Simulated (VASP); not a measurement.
Crystal: CsBa.

```xyz
4
Lattice="5.1560 0.0000 0.0000 0.0000 5.1560 0.0000 0.0000 0.0000 6.5150" Properties=species:S:1:pos:R:3 pbc="T T T"
Cs    0.0000    2.5780    1.5317
Cs    2.5780    0.0000    4.9833
Ba    0.0000    0.0000    0.0000
Ba    2.5780    2.5780    0.0000
```

- Program: VASP 6.6.1
- Task: relaxation of cell and atoms
- Functional: PBE
- Potentials or basis: VASP PAW PBE potentials, release 64 (Cs_sv, Ba_sv)
- Cutoff: 600 eV
- k mesh: 4 × 4 × 4
- Occupations: gaussian, width 0.1 eV
- Spin: no spin polarisation

At the start: pressure 13.5 GPa; volume 43.30 Å³/atom.

Problem. How do energy, volume and symmetry change on relaxing?

Solution. Over 23 steps the energy falls by 1595.0 meV/atom and the volume is 83.13 Å³/atom (+92.0 %); space group P4/nmm (No. 129, to 0.1 Å) before, P4/mmm (No. 123, to 0.1 Å).

Step by step:
```tsv
step	energy change (eV)	largest force (eV/Å)	pressure (GPa)	volume (Å³)
1	0.0000	3.6876	13.52	173.19
2	-4.0198	0.9996	1.51	281.23
3	-4.3797	0.8903	0.94	313.17
4	-4.7676	0.7398	0.21	383.93
5	-4.6559	0.2943	-0.72	555.17
6	-4.9098	0.6267	0.00	433.66
7	-4.9633	0.5751	-0.09	461.18
8	-4.9684	0.5551	-0.11	470.12
9	-4.9711	0.5341	-0.13	478.09
10	-5.0143	0.5438	-0.13	471.87
11	-5.1280	0.5687	-0.13	455.95
12	-5.3666	0.5943	-0.11	425.13
13	-5.8305	0.5445	-0.03	367.44
14	-6.1099	0.1614	1.29	267.11
15	-6.1759	0.3008	0.63	295.94
16	-6.2731	0.2016	0.37	308.68
17	-6.3414	0.0855	0.02	328.83
18	-6.3453	0.0651	-0.04	333.87
19	-6.3457	0.0596	-0.06	335.43
20	-6.3567	0.0541	-0.06	334.98
21	-6.3756	0.0296	-0.04	333.61
22	-6.3656	0.0671	0.03	329.72
23	-6.3800	0.0079	-0.03	332.52
```

Final structure:
```xyz
4
Lattice="6.5463 0.0000 0.0000 0.0000 6.5463 0.0000 0.0000 0.0000 7.7595" Properties=species:S:1:pos:R:3 pbc="T T T"
Cs    0.0000    3.2731    3.8662
Cs    3.2731    0.0000    3.8933
Ba    0.0000    0.0000    0.0000
Ba    3.2731    3.2731    0.0000
```

Caveat: the volume moved by over 15 % at a fixed basis, so the end points are rough.
